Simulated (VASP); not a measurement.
# Li2O (Fm-3m) in VASP: a series of runs

The runs below take Li2O through electric field gradients, with PBEsol.

Everything below comes from runs of VASP 6.6.1. Logs are shortened: lines on timing, memory, paths and dates and some standing lists are left out, and cuts for length are marked.

## 1. The cell of the first run

The structure is cubic, space group Fm-3m (No. 225). The conventional cell has a = 4.604 Å, b = 4.604 Å, c = 4.604 Å, α = 90.00°, β = 90.00°, γ = 90.00°. Within 2.6 Å of Li (site symmetry -43m) lie 4 O at 1.99 Å and 6 Li at 2.30 Å. O (site symmetry m-3m) has 8 Li at 1.99 Å within 2.6 Å.

## 2. Electric field gradients, PBEsol (volume scaled by 0.99)

File INCAR:

```
SYSTEM = Li2O
ALGO = Normal ; EDIFF = 1E-8
ENCUT = 650 ; GGA = PS
GGA_COMPAT = .False. ; ISIF = 2
ISMEAR = -1 ; LASPH = .True.
LCHARG = .False. ; LEFG = .True.
LREAL = .False. ; LWAVE = .False.
NBANDS = 13 ; NELM = 120
PREC = Accurate ; SIGMA = 0.03
```

File KPOINTS:

```
k-points
0
Gamma
  9 9 9
  0 0 0
```

File POSCAR:

```
Li2O
1.0
    0.0000000000      2.3017758620      2.3017758620
    2.3017758620      0.0000000000      2.3017758620
    2.3017758620      2.3017758620      0.0000000000
Li O
2 1
Direct
    0.2500000000      0.2500000000      0.2500000000
    0.7500000000      0.7500000000      0.7500000000
    0.0000000000      0.0000000000      0.0000000000
```

Potentials or basis: VASP PAW PBE potentials, release 64 (Li_sv, O).

Run with:

```bash
> cat potpaw_PBE.64/Li_sv/POTCAR potpaw_PBE.64/O/POTCAR > POTCAR
> mpirun -np 1 vasp_std > vasp.out
```

OUTCAR:

```text
SYSTEM = Li2O
   EDIFF = 1E-8
   ENCUT = 650
   GGA = PS
   ISIF = 2
   ISMEAR = -1
   LASPH = .True.
   LREAL = .False.
   NELM = 120
   PREC = Accurate

 ion  position               nearest neighbor table
   1  0.250  0.250  0.250-   3 1.99   3 1.99   3 1.99   3 1.99   2 2.30   2 2.30   2 2.30   2 2.30
                             2 2.30   2 2.30
   2  0.750  0.750  0.750-   3 1.99   3 1.99   3 1.99   3 1.99   1 2.30   1 2.30   1 2.30   1 2.30
                             1 2.30   1 2.30
   3  0.000  0.000  0.000-   1 1.99   2 1.99   2 1.99   2 1.99   2 1.99   1 1.99   1 1.99   1 1.99

  LATTYP: Found a face centered cubic cell.
 ALAT       =     4.6035517240

  Lattice vectors:

 A1 = (   0.0000000000,   2.3017758620,   2.3017758620)
 A2 = (   2.3017758620,   0.0000000000,   2.3017758620)
 A3 = (   2.3017758620,   2.3017758620,   0.0000000000)

Analysis of symmetry for initial positions (statically):
=====================================================================
 Subroutine PRICEL returns:
 Original cell was already a primitive cell.

 Routine SETGRP: Setting up the symmetry group for a
 face centered cubic supercell.

 Subroutine GETGRP returns: Found 48 space group operations
 (whereof 48 operations were pure point group operations)
 out of a pool of 48 trial point group operations.

The static configuration has the point symmetry O_h .

Analysis of symmetry for dynamics (positions and initial velocities):
=====================================================================
 Subroutine PRICEL returns:
 Original cell was already a primitive cell.

 Routine SETGRP: Setting up the symmetry group for a
 face centered cubic supercell.

 Subroutine GETGRP returns: Found 48 space group operations
 (whereof 48 operations were pure point group operations)
 out of a pool of 48 trial point group operations.

The dynamic configuration has the point symmetry O_h .

 Subroutine INISYM returns: Found 48 space group operations
 (whereof 48 operations are pure point group operations),
 and found     1 'primitive' translations

----------------------------------------------------------------------------------------

                                     Primitive cell

  volume of cell :      24.3904

  direct lattice vectors                    reciprocal lattice vectors
     0.000000000  2.301775862  2.301775862    -0.217223583  0.217223583  0.217223583
     2.301775862  0.000000000  2.301775862     0.217223583 -0.217223583  0.217223583
     2.301775862  2.301775862  0.000000000     0.217223583  0.217223583 -0.217223583

  length of vectors
     3.255202642  3.255202642  3.255202642     0.376242282  0.376242282  0.376242282

  position of ions in fractional coordinates (direct lattice)
     0.250000000  0.250000000  0.250000000
     0.750000000  0.750000000  0.750000000
     0.000000000  0.000000000  0.000000000

  ion indices of the primitive-cell ions
   primitive index   ion index
                 1           1
                 2           2
                 3           3

----------------------------------------------------------------------------------------

 KPOINTS: k-points

Automatic generation of k-mesh.
 Grid dimensions read from file:
 generate k-points for:    9    9    9

 Generating k-lattice:

  Cartesian coordinates                     Fractional coordinates (reciprocal lattice)
    -0.024135954  0.024135954  0.024135954     0.111111111  0.000000000  0.000000000
     0.024135954 -0.024135954  0.024135954     0.000000000  0.111111111  0.000000000
     0.024135954  0.024135954 -0.024135954     0.000000000  0.000000000  0.111111111

  Length of vectors
     0.041804698  0.041804698  0.041804698

  Shift w.r.t. Gamma in fractional coordinates (k-lattice)
     0.000000000  0.000000000  0.000000000

 Subroutine IBZKPT returns following result:
 ===========================================

 Found     35 irreducible k-points:

 Following reciprocal coordinates:
            Coordinates               Weight
  0.000000  0.000000  0.000000      1.000000
  0.111111  0.000000  0.000000      8.000000
  0.222222  0.000000  0.000000      8.000000
  0.333333  0.000000  0.000000      8.000000
  0.444444  0.000000  0.000000      8.000000
  0.111111  0.111111  0.000000      6.000000
[... 16 lines left out ...]
 -0.333333  0.333333  0.000000     12.000000
  0.444444  0.444444  0.000000      6.000000
 [... further k-points ...]
   k-points           NKPTS =     35   k-points in BZ     NKDIM =     35   number of bands    NBANDS=     13
   number of dos      NEDOS =    301   number of ions     NIONS =      3
   total plane-waves  NPLWV =  21952
   dimension x,y,z NGX =    28 NGY =   28 NGZ =   28
   dimension x,y,z NGXF=    56 NGYF=   56 NGZF=   56
   ions per type =               2   1
   NGX,Y,Z   is equivalent  to a cutoff of  14.30, 14.30, 14.30 a.u.
   NGXF,Y,Z  is equivalent  to a cutoff of  28.60, 28.60, 28.60 a.u.
 SYSTEM =  Li2O
   PREC   = accura    normal or accurate (medium, high low for compatibility)
   ISTART =      0    job   : 0-new  1-cont  2-samecut
   ICHARG =      2    charge: 1-file 2-atom 10-const
   ISPIN  =      1    spin polarized calculation?
   LNONCOLLINEAR =      F non collinear calculations
   LSORBIT =      F    spin-orbit coupling
   LASPH  =      T    aspherical Exc in radial PAW
   ENCUT  =  650.0 eV  47.77 Ry    6.91 a.u.   6.77  6.77  6.77*2*pi/ulx,y,z
   NELM   =    120;   NELMIN=  2; NELMDL= -5     # of ELM steps
   EDIFF  = 0.1E-07   stopping-criterion for ELM
   LREAL  =      F    real-space projection
   EDIFFG = 0.1E-06   stopping-criterion for IOM
   NSW    =      0    number of steps for IOM
   IBRION =     -1    ionic relax: 0-MD 1-quasi-New 2-CG
   NFREE  =      0    steps in history (QN), initial steepest desc. (CG)
   ISIF   =      2    stress and relaxation
   ISYM   =      2    0-nonsym 1-usesym 2-fastsym
   POTIM  = 0.5000    time-step for ionic-motion
   TEBEG  =    0.0;   TEEND  =   0.0 temperature during run
   PSTRESS=    0.0 pullay stress
   NELECT =      12.0000    total number of electrons
   NUPDOWN=      -1.0000    fix difference up-down
   EMIN   =  10.00;   EMAX   =-10.00  energy-range for DOS
   EFERMI =   0.00;   METHOD = LEGACY
   ISMEAR =    -1;   SIGMA  =   0.03  broadening in eV -4-tet -1-fermi 0-gaus
   EFERMI_NEDOS =   21; number of points for ismear=-14 and -15
   IALGO  =     38    algorithm
   IMIX   =      4    mixing-type and parameters
     AMIX     =   0.40;   BMIX     =  1.00
     AMIX_MAG =   1.60;   BMIX_MAG =  1.00
  volume/ion in A,a.u.               =       8.13        54.86
  Fermi-wavevector in a.u.,A,eV,Ry     =   1.292396  2.442274 22.725634  1.670287
  Thomas-Fermi vector in A             =   2.424106
   LORBIT       =      0    0 simple, 1 ext, 2 COOP (PROOUT), +10 PAW based schemes
   GGA     = PS    functional components
   LHFCALC =     F    Hartree Fock is set to
   AEXX    =    0.0000 exact exchange contribution
   IVDW    =     0    specifies the selected vdW correction
   LEPSILON=     F    determine dielectric tensor
   LRPA    =     F    only Hartree local field effects (RPA)
 non-spin polarized calculation
  energy-cutoff  :      650.00
  volume of cell :       24.39
 maximum number of plane-waves:       941
   NGX = 13   NGY = 13   NGZ = 13

 number of electron      12.0000001 magnetization

 Free energy of the ion-electron system (eV)
  ---------------------------------------------------
  ext. energy  EPLUGINS =         0.00000000
  ---------------------------------------------------
  free energy    TOTEN  =       -14.75331427 eV

  energy without entropy =      -14.75331427  energy(sigma->0) =      -14.75331427

 E-fermi :   1.8652     XC(G=0):  -9.9664

 val. band max:        1.2793636391   @ k =   0.0000   0.0000   0.0000
 cond. band min:       6.2225965446   @ k =   0.4444   0.4444   0.0000
 fundamental gap:      4.9432329055
 Fermi energy:         1.8652047062

 k-point     1 :       0.0000    0.0000    0.0000
  band No.  band energies     occupation
      1     -40.9733      2.00000
      2     -40.6113      2.00000
      3     -14.0911      2.00000
      4       1.2794      2.00000
      5       1.2794      2.00000
      6       1.2794      2.00000
      7       6.5183      0.00000
      8      13.1391      0.00000
      9      13.1391      0.00000
     10      13.1391      0.00000
     11      20.2158      0.00000
     12      20.2158      0.00000
     13      20.2158      0.00000

 k-point     2 :       0.1111    0.0000    0.0000
  band No.  band energies     occupation
      1     -40.9605      2.00000
      2     -40.6203      2.00000
      3     -14.0669      2.00000
      4       0.8556      2.00000
      5       1.2203      2.00000
      6       1.2203      2.00000
      7       6.8551      0.00000
      8      13.1676      0.00000
      9      13.3169      0.00000
     10      13.3169      0.00000
     11      19.0442      0.00000
     12      19.0442      0.00000
     13      20.6421      0.00000

 k-point     3 :       0.2222    0.0000    0.0000
  band No.  band energies     occupation
      1     -40.9245      2.00000
      2     -40.6476      2.00000
      3     -14.0031      2.00000
      4      -0.0680      2.00000
      5       1.0778      2.00000
      6       1.0778      2.00000
      7       7.6809      0.00000
      8      13.0578      0.00000
      9      13.5941      0.00000
     10      13.5941      0.00000
     11      18.0786      0.00000
     12      18.0786      0.00000
     13      21.7412      0.00000
[... 305 lines left out ...]
 k-point    23 :      -0.3333    0.3333    0.0000
  band No.  band energies     occupation
      1     -40.7734      2.00000
      2     -40.7727      2.00000
      3     -13.8203      2.00000
      4      -0.9917      2.00000
      5      -0.1708      2.00000
      6       0.3662      2.00000
      7       8.5269      0.00000
      8      12.0507      0.00000
      9      14.4581      0.00000
     10      15.3269      0.00000
     11      18.7961      0.00000
     12      19.1755      0.00000
     13      24.1327      0.00000

 k-point    24 :       0.4444    0.4444    0.0000
  band No.  band energies     occupation
      1     -40.8347      2.00000
      2     -40.7095      2.00000
      3     -13.8274      2.00000
      4      -0.3184      2.00000
      5      -0.1025      2.00000
      6      -0.1025      2.00000
      7       6.2226      0.00000
      8      14.7148      0.00000
      9      14.7148      0.00000
     10      15.9134      0.00000
     11      16.9040      0.00000
     12      21.4007      0.00000
     13      24.7793      0.00000

 [... further k-points ...]

------------------------ aborting loop because EDIFF is reached ----------------------------------------

  FORCE on cell =-STRESS in cart. coord.  units (eV):
  Direction    XX          YY          ZZ          XY          YZ          ZX
  --------------------------------------------------------------------------------------
  -------------------------------------------------------------------------------------
  Total       -0.2160007     -0.2160007     -0.2160007      0.0000000      0.0000000      0.0000000
  in kB      -14.1888350    -14.1888350    -14.1888350      0.0000000      0.0000000      0.0000000
  external PRESSURE =     -14.1888350 kB  Pullay stress =       0.0000000 kB

 VOLUME and BASIS-vectors are now :
 -----------------------------------------------------------------------------
  energy-cutoff  :      650.00
  volume of cell :       24.39
      direct lattice vectors                 reciprocal lattice vectors
     0.000000000  2.301775862  2.301775862    -0.217223583  0.217223583  0.217223583
     2.301775862  0.000000000  2.301775862     0.217223583 -0.217223583  0.217223583
     2.301775862  2.301775862  0.000000000     0.217223583  0.217223583 -0.217223583

 POSITION                                       TOTAL-FORCE (eV/Angst)
 -----------------------------------------------------------------------------------
      1.15089      1.15089      1.15089        -0.000000     -0.000000     -0.000000
      3.45266      3.45266      3.45266         0.000000      0.000000      0.000000
      0.00000      0.00000      0.00000        -0.000000      0.000000      0.000000
 -----------------------------------------------------------------------------------
    total drift:                                0.000000      0.000000      0.000000

  FREE ENERGIE OF THE ION-ELECTRON SYSTEM (eV)
  ---------------------------------------------------
  free  energy   TOTEN  =       -14.7533142718 eV

  energy  without entropy=      -14.7533142718  energy(sigma->0) =      -14.75331427

 Electric field gradients (V/A^2)
---------------------------------------------------------------------
 ion       V_xx      V_yy      V_zz      V_xy      V_xz      V_yz
---------------------------------------------------------------------
   1      -0.000    -0.000    -0.000     0.001     0.001     0.001
   2      -0.000    -0.000    -0.000     0.001     0.001     0.001
   3       0.000    -0.000    -0.000     0.001     0.001     0.001
---------------------------------------------------------------------

 Electric field gradients after diagonalization (V/A^2)
 (convention: |V_zz| > |V_xx| > |V_yy|)
----------------------------------------------------------------------
 ion       V_xx      V_yy      V_zz     asymmetry (V_yy - V_xx)/ V_zz
----------------------------------------------------------------------
   1      -0.001    -0.001     0.002       0.000
   2      -0.001    -0.001     0.002       0.000
   3      -0.001    -0.001     0.003       0.000
----------------------------------------------------------------------

           NMR quadrupolar parameters

 Cq : quadrupolar parameter    Cq=e*Q*V_zz/h
 eta: asymmetry parameters     (V_yy - V_xx)/ V_zz
 Q  : nuclear electric quadrupole moment in mb (millibarn)
----------------------------------------------------------------------
 ion       Cq(MHz)       eta       Q (mb)
----------------------------------------------------------------------
   1       0.000       0.000       1.000
   2       0.000       0.000       1.000
   3       0.000       0.000       1.000
----------------------------------------------------------------------
```

It took 16 s on 1 thread of Intel Xeon Platinum 8259CL at 2.50GHz (Skylake/Cascade Lake), shared host; peak memory 0.15 GiB.

Results:

| Item | Value |
| --- | --- |
| Free energy | -14.7533 eV |
| Pressure | -1.4 GPa |
| Band gap on the k mesh | 4.94 eV, indirect (least direct gap 5.24 eV) |

Levels at points of the mesh, in eV from the valence-band top:
| k point | band 3 | band 4 | band 5 | band 6 | band 7 | band 8 | band 9 | band 10 |
| --- | --- | --- | --- | --- | --- | --- | --- | --- |
| (0.00, 0.00, 0.00) | -15.37 | 0.00 | 0.00 | 0.00 | 5.24 | 11.86 | 11.86 | 11.86 |

Caveat: without QUAD_EFG the Cq values of the log hold for a quadrupole moment of 1 mb, not for the nuclei; the PAW data sets were made with another functional, which shifts forces and pressure a little. A k mesh can miss the band edges.

(Continued in part 2 of 2.)
